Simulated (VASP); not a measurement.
# SiC3 (P-4m2) in VASP: a series of runs, part 2 of 2

VASP 6.6.1. Earlier steps stand in the parts before.

### Step 4. Single point, r2SCAN

POSCAR

```
SiC3
1.0
    2.7964006865      0.0000000000      0.0000000000
    0.0000000000      2.7964006865      0.0000000000
    0.0000000000      0.0000000000      4.0900436056
C Si
3 1
Direct
    0.5000000000      0.0000000000      0.7862689763
    0.5000000000      0.5000000000      0.0000000000
    0.0000000000      0.5000000000      0.2137310237
    0.0000000000      0.0000000000      0.5000000000
```

INCAR.step1

```
SYSTEM = SiC3
PREC = Accurate ; ENCUT = 520
ISMEAR = 0 ; SIGMA = 0.01
LREAL = .False. ; LASPH = .True.
NELM = 80 ; NBANDS = 16
GGA = PE ; ALGO = Normal
EDIFF = 1E-4 ; LWAVE = .True.
LCHARG = .False.
```

INCAR.step2

```
SYSTEM = SiC3
PREC = Accurate ; ENCUT = 520
EDIFF = 1E-7 ; ISMEAR = 0
SIGMA = 0.01 ; LREAL = .False.
LASPH = .True. ; NELM = 80
ALGO = Normal ; ISIF = 2
LWAVE = .False. ; LCHARG = .False.
METAGGA = R2SCAN ; LMIXTAU = .True.
NBANDS = 16 ; ISTART = 1
```

KPOINTS

```
Automatic mesh
0
Gamma
  10 10 6
  0 0 0
```

Potentials or basis: VASP PAW PBE potentials, release 64 (C, Si).

Run with:

```sh
$ cat potpaw_PBE.64/C/POTCAR potpaw_PBE.64/Si/POTCAR > POTCAR
$ cp INCAR.step1 INCAR
$ mpirun -np 1 vasp_std > vasp.out
$ cp INCAR.step2 INCAR
$ mpirun -np 1 vasp_std > vasp.out
```

OUTCAR:

```text
SYSTEM = SiC3
   PREC = Accurate
   ENCUT = 520
   EDIFF = 1E-7
   ISMEAR = 0
   LREAL = .False.
   LASPH = .True.
   NELM = 80
   ISIF = 2
   METAGGA = R2SCAN
   ISTART = 1

 ion  position               nearest neighbor table
   1  0.500  0.000  0.786-   2 1.65   2 1.65   4 1.82   4 1.82
   2  0.500  0.500  0.000-   1 1.65   3 1.65   1 1.65   3 1.65
   3  0.000  0.500  0.214-   2 1.65   2 1.65   4 1.82   4 1.82
   4  0.000  0.000  0.500-   1 1.82   3 1.82   3 1.82   1 1.82

  LATTYP: Found a simple tetragonal cell.
 ALAT       =     2.7964006865
 C/A-ratio  =     1.4626099991

  Lattice vectors:

 A1 = (   2.7964006865,   0.0000000000,   0.0000000000)
 A2 = (   0.0000000000,   2.7964006865,   0.0000000000)
 A3 = (   0.0000000000,   0.0000000000,   4.0900436056)

Analysis of symmetry for initial positions (statically):
=====================================================================
 Subroutine PRICEL returns:
 Original cell was already a primitive cell.

 Routine SETGRP: Setting up the symmetry group for a
 simple tetragonal supercell.

 Subroutine GETGRP returns: Found  8 space group operations
 (whereof  8 operations were pure point group operations)
 out of a pool of 16 trial point group operations.

The static configuration has the point symmetry D_2d.

Analysis of symmetry for dynamics (positions and initial velocities):
=====================================================================
 Subroutine PRICEL returns:
 Original cell was already a primitive cell.

 Routine SETGRP: Setting up the symmetry group for a
 simple tetragonal supercell.

 Subroutine GETGRP returns: Found  8 space group operations
 (whereof  8 operations were pure point group operations)
 out of a pool of 16 trial point group operations.

The dynamic configuration has the point symmetry D_2d.

 Subroutine INISYM returns: Found  8 space group operations
 (whereof  8 operations are pure point group operations),
 and found     1 'primitive' translations

----------------------------------------------------------------------------------------

                                     Primitive cell

  volume of cell :      31.9836

  direct lattice vectors                    reciprocal lattice vectors
     2.796400687  0.000000000  0.000000000     0.357602544  0.000000000  0.000000000
     0.000000000  2.796400687  0.000000000     0.000000000  0.357602544  0.000000000
     0.000000000  0.000000000  4.090043606     0.000000000  0.000000000  0.244496171

  length of vectors
     2.796400687  2.796400687  4.090043606     0.357602544  0.357602544  0.244496171

  position of ions in fractional coordinates (direct lattice)
     0.500000000  0.000000000  0.786268976
     0.500000000  0.500000000  0.000000000
     0.000000000  0.500000000  0.213731024
     0.000000000  0.000000000  0.500000000

  ion indices of the primitive-cell ions
   primitive index   ion index
                 1           1
                 2           2
                 3           3
                 4           4

----------------------------------------------------------------------------------------

 KPOINTS: Automatic mesh

Automatic generation of k-mesh.
 Grid dimensions read from file:
 generate k-points for:   10   10    6

 Generating k-lattice:

  Cartesian coordinates                     Fractional coordinates (reciprocal lattice)
     0.035760254  0.000000000  0.000000000     0.100000000  0.000000000  0.000000000
     0.000000000  0.035760254  0.000000000     0.000000000  0.100000000  0.000000000
     0.000000000  0.000000000  0.040749362     0.000000000  0.000000000  0.166666667

  Length of vectors
     0.035760254  0.035760254  0.040749362

  Shift w.r.t. Gamma in fractional coordinates (k-lattice)
     0.000000000  0.000000000  0.000000000

 Subroutine IBZKPT returns following result:
 ===========================================

 Found     84 irreducible k-points:

 Following reciprocal coordinates:
            Coordinates               Weight
  0.000000  0.000000  0.000000      1.000000
  0.100000  0.000000  0.000000      4.000000
  0.200000  0.000000  0.000000      4.000000
  0.300000  0.000000  0.000000      4.000000
  0.400000  0.000000  0.000000      4.000000
  0.500000  0.000000  0.000000      2.000000
[... 16 lines left out ...]
  0.100000  0.000000  0.166667      8.000000
  0.200000  0.000000  0.166667      8.000000
 [... further k-points ...]
   k-points           NKPTS =     84   k-points in BZ     NKDIM =     84   number of bands    NBANDS=     16
   number of dos      NEDOS =    301   number of ions     NIONS =      4
   total plane-waves  NPLWV =  17280
   dimension x,y,z NGX =    24 NGY =   24 NGZ =   30
   dimension x,y,z NGXF=    48 NGYF=   48 NGZF=   60
   ions per type =               3   1
   NGX,Y,Z   is equivalent  to a cutoff of  14.27, 14.27, 12.19 a.u.
   NGXF,Y,Z  is equivalent  to a cutoff of  28.54, 28.54, 24.39 a.u.
 SYSTEM =  SiC3
   PREC   = accura    normal or accurate (medium, high low for compatibility)
   ISTART =      1    job   : 0-new  1-cont  2-samecut
   ICHARG =      0    charge: 1-file 2-atom 10-const
   ISPIN  =      1    spin polarized calculation?
   LNONCOLLINEAR =      F non collinear calculations
   LSORBIT =      F    spin-orbit coupling
   LASPH  =      T    aspherical Exc in radial PAW
   ENCUT  =  520.0 eV  38.22 Ry    6.18 a.u.   5.20  5.20  7.60*2*pi/ulx,y,z
   NELM   =     80;   NELMIN=  2; NELMDL=  0     # of ELM steps
   EDIFF  = 0.1E-06   stopping-criterion for ELM
   LREAL  =      F    real-space projection
   EDIFFG = 0.1E-05   stopping-criterion for IOM
   NSW    =      0    number of steps for IOM
   IBRION =     -1    ionic relax: 0-MD 1-quasi-New 2-CG
   NFREE  =      0    steps in history (QN), initial steepest desc. (CG)
   ISIF   =      2    stress and relaxation
   ISYM   =      2    0-nonsym 1-usesym 2-fastsym
   POTIM  = 0.5000    time-step for ionic-motion
   TEBEG  =    0.0;   TEEND  =   0.0 temperature during run
   PSTRESS=    0.0 pullay stress
   NELECT =      16.0000    total number of electrons
   NUPDOWN=      -1.0000    fix difference up-down
   EMIN   =  10.00;   EMAX   =-10.00  energy-range for DOS
   EFERMI =   0.00;   METHOD = LEGACY
   ISMEAR =     0;   SIGMA  =   0.01  broadening in eV -4-tet -1-fermi 0-gaus
   EFERMI_NEDOS =   21; number of points for ismear=-14 and -15
   IALGO  =     38    algorithm
   IMIX   =      4    mixing-type and parameters
     AMIX     =   0.40;   BMIX     =  1.00
     AMIX_MAG =   1.60;   BMIX_MAG =  1.00
  volume/ion in A,a.u.               =       8.00        53.96
  Fermi-wavevector in a.u.,A,eV,Ry     =   1.299589  2.455866 22.979297  1.688931
  Thomas-Fermi vector in A             =   2.430843
   LORBIT       =      0    0 simple, 1 ext, 2 COOP (PROOUT), +10 PAW based schemes
   METAGGA = R2SCAN    functional components
   LHFCALC =     F    Hartree Fock is set to
   AEXX    =    0.0000 exact exchange contribution
   IVDW    =     0    specifies the selected vdW correction
   LEPSILON=     F    determine dielectric tensor
   LRPA    =     F    only Hartree local field effects (RPA)
 non-spin polarized calculation
 Gauss-broadening in eV      SIGMA  =   0.01
  energy-cutoff  :      520.00
  volume of cell :       31.98
 maximum number of plane-waves:       888
 NGX is ok and might be reduce to    24
   NGX = 11   NGY = 11   NGZ = 15

 number of electron      16.0000000 magnetization

 Free energy of the ion-electron system (eV)
  ---------------------------------------------------
  ext. energy  EPLUGINS =         0.00000000
  ---------------------------------------------------
  free energy    TOTEN  =       -36.73173548 eV

  energy without entropy =      -36.73173548  energy(sigma->0) =      -36.73173548

 E-fermi :   9.4731     XC(G=0): -12.8342

 val. band max:        9.3501866034   @ k =   0.0000   0.0000   0.0000
 cond. band min:      11.0324884048   @ k =   0.4000   0.4000   0.0000
 fundamental gap:      1.6823018014
 Fermi energy:         9.4730628571

 k-point     1 :       0.0000    0.0000    0.0000
  band No.  band energies     occupation
      1     -10.3376      2.00000
      2      -3.4815      2.00000
      3      -1.9790      2.00000
      4       3.6787      2.00000
      5       3.6787      2.00000
      6       8.6835      2.00000
[... 8 lines left out ...]
     15      23.6313      0.00000
     16      25.1443      0.00000
[... 419 lines left out ...]
 k-point    24 :       0.2000    0.0000    0.1667
  band No.  band energies     occupation
      1      -9.5387      2.00000
      2      -4.4611      2.00000
      3      -0.5914      2.00000
      4       2.0118      2.00000
      5       4.1929      2.00000
      6       5.5400      2.00000
[... 8 lines left out ...]
     15      23.2290      0.00000
     16      23.2447      0.00000

 [... further k-points ...]
[... 5 lines left out ...]
  --------------------------------------------------------------------------------------
  -------------------------------------------------------------------------------------
  Total        0.0201647      0.0201647     -0.0261292      0.0000000     -0.0000000      0.0000000
  in kB        1.0101257      1.0101257     -1.3089091      0.0000000     -0.0000000      0.0000000
  external PRESSURE =       0.2371141 kB  Pullay stress =       0.0000000 kB

 VOLUME and BASIS-vectors are now :
 -----------------------------------------------------------------------------
  energy-cutoff  :      520.00
  volume of cell :       31.98
      direct lattice vectors                 reciprocal lattice vectors
     2.796400687  0.000000000  0.000000000     0.357602544  0.000000000  0.000000000
     0.000000000  2.796400687  0.000000000     0.000000000  0.357602544  0.000000000
     0.000000000  0.000000000  4.090043606     0.000000000  0.000000000  0.244496171

 POSITION                                       TOTAL-FORCE (eV/Angst)
 -----------------------------------------------------------------------------------
      1.39820      0.00000      3.21587        -0.000000      0.000000     -0.045730
      1.39820      1.39820      0.00000         0.000000     -0.000000      0.000000
      0.00000      1.39820      0.87417         0.000000      0.000000      0.045730
      0.00000      0.00000      2.04502         0.000000      0.000000      0.000000
 -----------------------------------------------------------------------------------
    total drift:                                0.000000     -0.000000      0.000000

  FREE ENERGIE OF THE ION-ELECTRON SYSTEM (eV)
  ---------------------------------------------------
  free  energy   TOTEN  =       -36.7317354818 eV

  energy  without entropy=      -36.7317354818  energy(sigma->0) =      -36.73173548
```

Wall time 50 s (1 thread of Intel Xeon 6975P-C (Granite Rapids), shared host); peak memory 0.16 GiB.

Results:

- Free energy: -36.7317 eV
- Pressure: 0.0 GPa
- Largest force: 0.046 eV/Å
- Band gap on the k mesh: 1.68 eV (least direct gap 2.15 eV)

Forces in eV/Å, atoms in the order of the input:
```
C    0.000  0.000 -0.046
C    0.000  0.000  0.000
C    0.000  0.000  0.046
Si   0.000  0.000  0.000
```

Caveat: the PAW data sets were made with another functional, which shifts forces and pressure a little. A k mesh can miss the band edges.

### Step 5. Relaxation of cell and atoms, r2SCAN

This run uses another cell than the first one, of 8.07 Å³/atom.

POSCAR

```
SiC3
1.0
    2.8026294769      0.0000000000      0.0000000000
    0.0000000000      2.8026294769      0.0000000000
    0.0000000000      0.0000000000      4.1120376099
C Si
3 1
Direct
    0.5000000000      0.0000000000      0.7880665833
    0.5000000000      0.5000000000      0.0000000000
    0.0000000000      0.5000000000      0.2119334167
    0.0000000000      0.0000000000      0.5000000000
```

INCAR.step1

```
PREC = Accurate
ENCUT = 600
ISMEAR = -1
SIGMA = 0.02
LREAL = F
LASPH = T
NELM = 100
GGA = PE
ALGO = Normal
EDIFF = 1E-4
LWAVE = T
LCHARG = F
```

INCAR.step2

```
PREC = Accurate
ENCUT = 600
EDIFF = 1E-7
ISMEAR = -1
SIGMA = 0.02
LREAL = F
LASPH = T
NELM = 100
ALGO = Normal
ISIF = 3
LWAVE = F
LCHARG = F
METAGGA = R2SCAN
LMIXTAU = T
IBRION = 2
NSW = 80
EDIFFG = -0.005
ISTART = 1
```

KPOINTS

```
regular mesh
0
Gamma
  8 8 6
```

Run with:

```sh
$ cat potpaw_PBE.64/C/POTCAR potpaw_PBE.64/Si/POTCAR > POTCAR
$ cp INCAR.step1 INCAR
$ mpirun -np 1 vasp_std > vasp.out
$ cp INCAR.step2 INCAR
$ mpirun -np 1 vasp_std > vasp.out
```

Run time: 2.4 min. Hardware: 1 thread of Intel Xeon 6975P-C (Granite Rapids), shared host; peak memory 0.17 GiB.

The run converged. Its results:

* Free energy: -36.7366 eV
* Relaxed volume: 7.99 Å³/atom
* Relaxed cell: a = 2.796 Å, b = 2.796 Å, c = 4.087 Å, α = 90.00°, β = 90.00°, γ = 90.00°
* Space group after relaxing (to 0.1 Å): P-4m2 (No. 115)
* Energy gained by relaxing: 1.9 meV/atom
* Ionic steps: 7
* Pressure after relaxing: 0.0 GPa
* Band gap on the k mesh: 1.79 eV (least direct gap 2.16 eV)

Step by step:
```
step  energy change (eV)  largest force (eV/Å)  pressure (GPa)  volume (Å³)
   1              0.0000                0.3883           -3.53        32.30
   2              0.0059                0.5548            5.26        31.47
   3             -0.0073                0.0023            0.10        31.94
   4             -0.0075                0.0128            0.08        31.95
   5             -0.0075                0.0113            0.09        31.95
   6             -0.0075                0.0066           -0.05        31.97
   7             -0.0075                0.0008            0.01        31.96
```

Final structure:
```cif
data_structure
_symmetry_space_group_name_H-M 'P 1'
_symmetry_Int_Tables_number 1
_cell_length_a 2.7964
_cell_length_b 2.7964
_cell_length_c 4.0872
_cell_angle_alpha 90.000
_cell_angle_beta 90.000
_cell_angle_gamma 90.000
_cell_volume 31.96
loop_
_atom_site_label
_atom_site_type_symbol
_atom_site_fract_x
_atom_site_fract_y
_atom_site_fract_z
_atom_site_occupancy
C1 C 0.50000 0.00000 0.78603 1
C2 C 0.50000 0.50000 0.00000 1
C3 C 0.00000 0.50000 0.21397 1
Si1 Si 0.00000 0.00000 0.50000 1
```

Levels at points of the mesh, in eV from the valence-band top:
```csv
k point,band 4,band 5,band 6,band 7,band 8,band 9,band 10,band 11,band 12
"(0.00, 0.00, 0.00)",-5.67,-5.67,-0.66,0.00,0.00,2.16,3.11,5.47,5.98
"(0.50, 0.00, 0.00)",-7.11,-6.70,-6.45,-4.11,-0.94,5.06,6.33,6.66,8.07
"(0.50, 0.50, 0.00)",-8.82,-6.35,-5.55,-5.55,-4.11,1.98,1.98,2.23,5.68
"(0.00, 0.00, 0.50)",-5.18,-5.18,-4.19,-1.54,-1.54,2.95,3.28,6.54,8.44
"(0.50, 0.00, 0.50)",-10.93,-3.99,-2.79,-2.37,-0.82,3.27,6.02,6.60,6.63
"(0.50, 0.50, 0.50)",-7.64,-7.42,-6.95,-6.95,-6.59,6.00,6.00,6.61,9.34
```

Caveat: the PAW data sets were made with another functional, which shifts forces and pressure a little.

### Step 6. Summary

| task | level | cell | k mesh | cutoff (eV) | smearing | gap on the mesh (eV) | pressure (GPa) | largest force (eV/Å) |
| --- | --- | --- | --- | --- | --- | --- | --- | --- |
| single point | PBE | a = 2.796, b = 2.796, c = 4.090 Å, 4 atoms, atomic positions A | 6 × 6 × 4 | 520 | gaussian 0.01 eV | 1.64 | 3.3 | 0.32 |
| single point | r2SCAN | a = 2.796, b = 2.796, c = 4.090 Å, 4 atoms, atomic positions A | 8 × 8 × 6 | 520 | fermi-dirac 0.02 eV | 1.78 | 0.0 | 0.05 |
| single point | r2SCAN | a = 2.796, b = 2.796, c = 4.090 Å, 4 atoms, atomic positions A | 10 × 10 × 6 | 520 | gaussian 0.01 eV | 1.68 | 0.0 | 0.05 |
| relaxation of cell and atoms | r2SCAN | relaxed from a = 2.803, b = 2.803, c = 4.112 Å, 4 atoms, atomic positions B | 8 × 8 × 6 | 600 | fermi-dirac 0.02 eV | 1.79 | 0.0 | - |

Alike in all rows: potentials or basis VASP PAW PBE potentials, release 64 (C, Si); no spin polarisation.

On the cell as given the gap runs from 1.64 eV (PBE) to 1.78 eV (r2SCAN); the meshes differ, which moves gaps too. The pressure there spans 0.0 GPa (r2SCAN) to 3.3 GPa (PBE); a positive pressure means that this level wants a larger cell, a negative one a smaller.

Caveats: the PAW data sets were made with another functional, which shifts forces and pressure a little (at least some runs); the cell stands under pressure (at least some runs).

Total energies depend on the potentials used, so only differences within one code and one set of settings carry meaning.
